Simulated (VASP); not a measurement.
# Na (P2_1/m) in VASP: a series of runs

Runs on Na. Level: LDA. Tasks: single point.

Everything below comes from runs of VASP 6.6.1. Logs are shortened: lines on timing, memory, paths and dates and some standing lists are left out, and cuts for length are marked.

### 1 The cell of the first run

Symmetry: P2_1/m, No. 11, monoclinic system. The conventional cell has a = 3.621 Å, b = 3.621 Å, c = 5.084 Å, α = 90.00°, β = 90.00°, γ = 90.00°. Within 4.2 Å of Na (site symmetry m) lie 12 Na at 3.13 to 4.19 Å.

### 2 Single point, LDA (atoms displaced along several vibrational modes)

INCAR reads:

```
  PREC = Accurate
  ENCUT = 520
  EDIFF = 1E-7
  ISMEAR = 0
  SIGMA = 0.15
  LREAL = F
  LASPH = T
  NELM = 100
  ALGO = Fast
  ISIF = 2
  LWAVE = F
  LCHARG = F
  GGA = CA
  NBANDS = 14
```

KPOINTS reads:

```
Automatic mesh
0
Gamma
  12 12 10
```

POSCAR reads:

```
Na
1.0
    0.0000000000     -3.6205084948      0.0000000000
   -3.6205084948      0.0000000000      0.0000000000
    0.0000000000      0.0000000000     -5.0841636952
Na
2
Direct
    0.5000000000      0.6091835582      0.5199246142
    0.0000000000     -0.1091835582     -0.0199246142
```

Potentials or basis: VASP PAW LDA potentials, release 64 (Na_pv).

Started as:

```console
> cat potpaw_LDA.64/Na_pv/POTCAR > POTCAR
> mpirun -np 1 vasp_std > vasp.out
```

OUTCAR:

```text
PREC = Accurate
   ENCUT = 520
   EDIFF = 1E-7
   ISMEAR = 0
   LREAL = F
   LASPH = T
   NELM = 100
   ISIF = 2
   GGA = CA

 ion  position               nearest neighbor table
   1  0.500  0.609  0.520-
   2  0.000  0.891  0.980-

  LATTYP: Found a simple tetragonal cell.
 ALAT       =     3.6205084948
 C/A-ratio  =     1.4042678542

  Lattice vectors:

 A1 = (   0.0000000000,  -3.6205084948,   0.0000000000)
 A2 = (  -3.6205084948,   0.0000000000,   0.0000000000)
 A3 = (   0.0000000000,   0.0000000000,  -5.0841636952)

Analysis of symmetry for initial positions (statically):
=====================================================================
 Subroutine PRICEL returns:
 Original cell was already a primitive cell.

 Routine SETGRP: Setting up the symmetry group for a
 simple tetragonal supercell.

 Subroutine GETGRP returns: Found  4 space group operations
 (whereof  2 operations were pure point group operations)
 out of a pool of 16 trial point group operations.

The static configuration has the point symmetry C_1h.
 The point group associated with its full space group is C_2h.

Analysis of symmetry for dynamics (positions and initial velocities):
=====================================================================
 Subroutine PRICEL returns:
 Original cell was already a primitive cell.

 Routine SETGRP: Setting up the symmetry group for a
 simple tetragonal supercell.

 Subroutine GETGRP returns: Found  4 space group operations
 (whereof  2 operations were pure point group operations)
 out of a pool of 16 trial point group operations.

The dynamic configuration has the point symmetry C_1h.
 The point group associated with its full space group is C_2h.

 Subroutine INISYM returns: Found  4 space group operations
 (whereof  2 operations are pure point group operations),
 and found     1 'primitive' translations

----------------------------------------------------------------------------------------

                                     Primitive cell

  volume of cell :      66.6436

  direct lattice vectors                    reciprocal lattice vectors
     0.000000000 -3.620508495  0.000000000     0.000000000 -0.276204296  0.000000000
    -3.620508495  0.000000000  0.000000000    -0.276204296  0.000000000  0.000000000
     0.000000000  0.000000000 -5.084163695     0.000000000  0.000000000 -0.196689182

  length of vectors
     3.620508495  3.620508495  5.084163695     0.276204296  0.276204296  0.196689182

  position of ions in fractional coordinates (direct lattice)
[... 91 lines left out ...]
   NUPDOWN=      -1.0000    fix difference up-down
   EMIN   =  10.00;   EMAX   =-10.00  energy-range for DOS
   EFERMI =   0.00;   METHOD = LEGACY
   ISMEAR =     0;   SIGMA  =   0.15  broadening in eV -4-tet -1-fermi 0-gaus
   EFERMI_NEDOS =   21; number of points for ismear=-14 and -15
   IALGO  =     68    algorithm
   IMIX   =      4    mixing-type and parameters
     AMIX     =   0.40;   BMIX     =  1.00
     AMIX_MAG =   1.60;   BMIX_MAG =  1.00
  volume/ion in A,a.u.               =      33.32       224.87
  Fermi-wavevector in a.u.,A,eV,Ry     =   0.973191  1.839064 12.886080  0.947100
  Thomas-Fermi vector in A             =   2.103550
   LORBIT       =      0    0 simple, 1 ext, 2 COOP (PROOUT), +10 PAW based schemes
   GGA     = CA    functional components
   LHFCALC =     F    Hartree Fock is set to
   AEXX    =    0.0000 exact exchange contribution
   IVDW    =     0    specifies the selected vdW correction
   LEPSILON=     F    determine dielectric tensor
   LRPA    =     F    only Hartree local field effects (RPA)
 non-spin polarized calculation
 RMM-DIIS sequential band-by-band and
 Gauss-broadening in eV      SIGMA  =   0.15
  energy-cutoff  :      520.00
  volume of cell :       66.64
 maximum number of plane-waves:      1844
   NGX = 13   NGY = 13   NGZ = 19

 number of electron      14.0000020 magnetization

 Free energy of the ion-electron system (eV)
  ---------------------------------------------------
  ext. energy  EPLUGINS =         0.00000000
  ---------------------------------------------------
  free energy    TOTEN  =        -2.77712778 eV

  energy without entropy =       -2.76717096  energy(sigma->0) =       -2.77214937

 E-fermi :   0.4808     XC(G=0):  -7.0213

 val. band max:        0.4672939721   @ k =  -0.3333   0.4167   0.2000
 cond. band min:       0.4841106698   @ k =  -0.2500   0.5000   0.0000
 fundamental gap:      0.0168166976
 Fermi energy:         0.4808495792

 k-point     1 :       0.0000    0.0000    0.0000
  band No.  band energies     occupation
      1     -24.5417      2.00000
      2     -24.4929      2.00000
      3     -24.4651      2.00000
      4     -24.4618      2.00000
      5     -24.4547      2.00000
      6     -24.4530      2.00000
      7      -3.0376      2.00000
      8       2.4155      0.00000
      9       2.9849      0.00000
     10       7.1722      0.00000
     11       7.9141      0.00000
     12       8.0244      0.00000
     13       9.4788      0.00000
     14      12.0444      0.00000
[... 377 lines left out ...]
      1     -24.5349      2.00000
      2     -24.4967      2.00000
      3     -24.4878      2.00000
      4     -24.4836      2.00000
      5     -24.4564      2.00000
      6     -24.4562      2.00000
      7      -0.1570      2.00000
      8       0.0206      1.99999
      9       4.8810      0.00000
     10       5.2117      0.00000
     11       5.8688      0.00000
     12       5.9223      0.00000
     13       9.0609      0.00000
     14       9.5418      0.00000

 [... further k-points ...]

------------------------ aborting loop because EDIFF is reached ----------------------------------------

  FORCE on cell =-STRESS in cart. coord.  units (eV):
  Direction    XX          YY          ZZ          XY          YZ          ZX
  --------------------------------------------------------------------------------------
  -------------------------------------------------------------------------------------
  Total       -0.2731210      0.3215056      0.5248804      0.0000000      0.0000000      0.1739514
  in kB       -6.5660928      7.7293059     12.6186323      0.0000000      0.0000000      4.1819592
  external PRESSURE =       4.5939485 kB  Pullay stress =       0.0000000 kB

 VOLUME and BASIS-vectors are now :
 -----------------------------------------------------------------------------
  energy-cutoff  :      520.00
  volume of cell :       66.64
      direct lattice vectors                 reciprocal lattice vectors
     0.000000000 -3.620508495  0.000000000     0.000000000 -0.276204296  0.000000000
    -3.620508495  0.000000000  0.000000000    -0.276204296  0.000000000  0.000000000
     0.000000000  0.000000000 -5.084163695     0.000000000  0.000000000 -0.196689182

 POSITION                                       TOTAL-FORCE (eV/Angst)
 -----------------------------------------------------------------------------------
     -2.20555     -1.81025     -2.64338         0.261374      0.000000      0.235749
     -3.22521      0.00000     -4.98286        -0.261374      0.000000     -0.235749
 -----------------------------------------------------------------------------------
    total drift:                               -0.000000     -0.000000      0.000000

  FREE ENERGIE OF THE ION-ELECTRON SYSTEM (eV)
  ---------------------------------------------------
  free  energy   TOTEN  =        -2.7771277806 eV

  energy  without entropy=       -2.7671709558  energy(sigma->0) =       -2.77214937
```

stdout:

```text
POSCAR found type information on POSCAR Na
 POSCAR found :  1 types and       2 ions
 scaLAPACK will be used
 LDA part: xc-table for (Slater(with rela. corr.)+CA(PZ))
 , standard interpolation
 POSCAR, INCAR and KPOINTS ok, starting setup
 FFT: planning ... GRIDC
 FFT: planning ... GRID_SOFT
 FFT: planning ... GRID
 WAVECAR not read
 entering main loop
```

It took 3.4 min on 1 thread of Intel Xeon Platinum 8488C (Sapphire Rapids), shared host; peak memory 0.37 GiB.

What came out:

- Free energy: -2.7771 eV
- Pressure: 0.5 GPa
- Largest force: 0.352 eV/Å
- Band gap on the k mesh: zero (bands 7 and 8 overlap by 4.86 eV)

Forces on the atoms (eV/Å):
```
Na   0.261  0.000  0.236
Na  -0.261  0.000 -0.236
```

Levels at points of the mesh, in eV from the Fermi level:
```
           k point  band 5  band 6  band 7  band 8  band 9  band 10
(0.00, 0.00, 0.00)  -24.94  -24.93   -3.52    1.93    2.50     6.69
(0.50, 0.00, 0.00)  -24.94  -24.94   -0.63   -0.63    4.47     4.47
(0.00, 0.50, 0.00)  -24.94  -24.94   -0.72   -0.54    4.33     4.66
(0.50, 0.50, 0.00)  -24.95  -24.95    1.91    1.91    2.36     2.36
(0.00, 0.00, 0.50)  -24.94  -24.94   -2.14   -1.91    7.68     7.92
(0.50, 0.00, 0.50)  -24.94  -24.94    0.55    0.55    1.07     1.07
(0.00, 0.50, 0.50)  -24.95  -24.94    0.59    0.61    0.95     1.06
(0.50, 0.50, 0.50)  -24.94  -24.94    2.95    2.95    3.23     3.23
```

Caveat: the cell differs from its parent crystal (atoms displaced along several vibrational modes).

### 3 Single point, LDA (atoms displaced along several vibrational modes)

INCAR reads:

```
SYSTEM = Na
PREC     = Accurate       ! precision mode
ENCUT    = 520            ! plane-wave cutoff, eV
EDIFF    = 1E-6           ! SCF threshold, eV
ISMEAR   = 0              ! smearing method
SIGMA    = 0.15           ! smearing width, eV
LREAL    = .False.        ! projectors in reciprocal space
LASPH    = .True.         ! aspherical terms in the spheres
NELM     = 100            ! most SCF steps
ALGO     = Fast           ! electronic algorithm
ISIF     = 2              ! what is computed and relaxed
LWAVE    = .False.        ! write WAVECAR
LCHARG   = .False.        ! write CHGCAR
NBANDS   = 14             ! bands
```

KPOINTS reads:

```
Automatic mesh
0
Gamma
  12 12 10
  0 0 0
```

POSCAR reads:

```
Na
1.0
    0.0000000000     -3.6205084948      0.0000000000
   -3.6205084948      0.0000000000      0.0000000000
    0.0000000000      0.0000000000     -5.0841636952
Na
2
Direct
    0.5000000000      0.5546055893      0.5398688973
    0.0000000000     -0.0546055893     -0.0398688973
```

Potentials or basis: VASP PAW LDA potentials, release 64 (Na_pv).

Started as:

```console
> cat potpaw_LDA.64/Na_pv/POTCAR > POTCAR
> mpirun -np 1 vasp_std > vasp.out
```

Run time: 3.5 min. Hardware: 1 thread of Intel Xeon Platinum 8488C (Sapphire Rapids), shared host; peak memory 0.37 GiB.

Results (log left out):

```yaml
Free_energy: -2.8077 eV
Pressure: 0.5 GPa
Largest_force: 0.426 eV/Å
Band_gap_on_the_k_mesh: zero (bands 7 and 8 overlap by 4.64 eV)
```

Forces on the atoms (eV/Å):
```
Na   0.195  0.000  0.379
Na  -0.195  0.000 -0.379
```

Stress tensor (GPa, compression positive):
```
0.23 0.00 0.53
0.00 0.70 0.00
0.53 0.00 0.56
```

Levels at points of the mesh, in eV from the Fermi level:
| k point | band 5 | band 6 | band 7 | band 8 | band 9 | band 10 |
| --- | --- | --- | --- | --- | --- | --- |
| (0.00, 0.00, 0.00) | -24.90 | -24.90 | -3.53 | 1.99 | 2.46 | 6.51 |
| (0.50, 0.00, 0.00) | -24.91 | -24.91 | -0.64 | -0.64 | 4.54 | 4.54 |
| (0.00, 0.50, 0.00) | -24.91 | -24.91 | -0.68 | -0.59 | 4.47 | 4.64 |
| (0.50, 0.50, 0.00) | -24.92 | -24.92 | 1.84 | 1.84 | 2.41 | 2.41 |
| (0.00, 0.00, 0.50) | -24.91 | -24.91 | -2.26 | -1.79 | 7.46 | 8.18 |
| (0.50, 0.00, 0.50) | -24.91 | -24.91 | 0.49 | 0.49 | 1.13 | 1.13 |
| (0.00, 0.50, 0.50) | -24.91 | -24.91 | 0.50 | 0.50 | 1.07 | 1.16 |
| (0.50, 0.50, 0.50) | -24.92 | -24.92 | 2.85 | 2.85 | 3.21 | 3.21 |

Caveat: the cell differs from its parent crystal (atoms displaced along several vibrational modes).

### 4 Single point, LDA (atoms displaced along several vibrational modes)

INCAR reads:

```
SYSTEM = Na
PREC = Accurate
ENCUT = 520
EDIFF = 1E-6
ISMEAR = 0
SIGMA = 0.15
LREAL = .FALSE.
LASPH = .TRUE.
NELM = 80
ALGO = Fast
ISIF = 2
LWAVE = .FALSE.
LCHARG = .FALSE.
GGA = CA
NBANDS = 14
```

KPOINTS reads:

```
Automatic mesh
0
G
  12 12 10
  0 0 0
```

POSCAR reads:

```
Na
1.0
    0.0000000000     -3.6205084948      0.0000000000
   -3.6205084948      0.0000000000      0.0000000000
    0.0000000000      0.0000000000     -5.0841636952
Na
2
Direct
    0.5000000000      0.6637891475      0.5398688973
    0.0000000000     -0.1637891475     -0.0398688973
```

Started as:

```console
> cat potpaw_LDA.64/Na_pv/POTCAR > POTCAR
> mpirun -np 1 vasp_std > vasp.out
```

Run time: 3.7 min. Hardware: 1 thread of Intel Xeon Platinum 8488C (Sapphire Rapids), shared host; peak memory 0.38 GiB.

The run converged. Its results:

| Quantity | Value |
| --- | --- |
| Free energy | -2.5837 eV |
| Pressure | 1.1 GPa |
| Largest force | 0.664 eV/Å |
| Band gap on the k mesh | zero (bands 7 and 8 overlap by 4.67 eV) |

Forces in eV/Å, atoms in the order of the input:
```
Na   0.282  0.000  0.601
Na  -0.282  0.000 -0.601
```

Stress tensor (GPa, compression positive):
```
-1.26  0.00  0.78
 0.00  1.97  0.00
 0.78  0.00  2.66
```

Levels at points of the mesh, in eV from the Fermi level:
```csv
k point,band 4,band 5,band 6,band 7,band 8,band 9,band 10,band 11
"(0.00, 0.00, 0.00)",-25.05,-25.05,-25.04,-3.53,1.97,2.47,6.87,7.32
"(0.50, 0.00, 0.00)",-25.06,-25.05,-25.05,-0.64,-0.64,4.49,4.49,5.42
"(0.00, 0.50, 0.00)",-25.07,-25.04,-25.04,-0.75,-0.52,4.35,4.73,5.22
"(0.50, 0.50, 0.00)",-25.08,-25.06,-25.06,1.95,1.95,2.27,2.27,6.65
"(0.00, 0.00, 0.50)",-25.05,-25.05,-25.04,-2.25,-1.80,7.58,7.84,8.12
"(0.50, 0.00, 0.50)",-25.05,-25.04,-25.04,0.47,0.47,1.15,1.15,10.13
"(0.00, 0.50, 0.50)",-25.06,-25.06,-25.05,0.55,0.56,0.92,1.16,9.72
"(0.50, 0.50, 0.50)",-25.08,-25.04,-25.04,2.87,2.87,3.18,3.18,3.72
```

Caveat: the cell differs from its parent crystal (atoms displaced along several vibrational modes).

(Continued in part 2 of 2.)
